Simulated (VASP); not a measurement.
A run of VASP 6.6.1:

File INCAR:

```
PREC = Accurate
ENCUT = 520
EDIFF = 1E-6
ISMEAR = 0
SIGMA = 0.05
LREAL = False
LASPH = True
NELM = 80
ALGO = Normal
ISIF = 2
LWAVE = False
LCHARG = True
GGA = PE
LELF = True
LVHAR = True
NBANDS = 16
```

The input KPOINTS:

```
Automatic mesh
0
Gamma
  8 8 8
```

File POSCAR:

```
AgCl
1.0
    0.0000000000      2.9182637648      2.5815410227
    2.9182637648      0.0000000000      2.5815410227
    2.9182637648      2.9182637648      0.0000000000
Ag Cl
1 1
Direct
    0.5000000000      0.5000000000      0.5000000000
    0.0000000000      0.0000000000      0.0000000000
```

Potentials or basis: VASP PAW PBE potentials, release 64 (Ag, Cl).

Launch:

```bash
$ cat potpaw_PBE.64/Ag/POTCAR potpaw_PBE.64/Cl/POTCAR > POTCAR
$ mpirun -np 1 vasp_std > vasp.out
```

Hardware: 1 thread of Intel Xeon 6975P-C, with other jobs on the host.

Task: How long does it take, and how much memory?

Result: It took 37 s on 1 thread of Intel Xeon 6975P-C, with other jobs on the host, peak memory 0.2 GiB. Counts: scf iterations 12, k points 59.
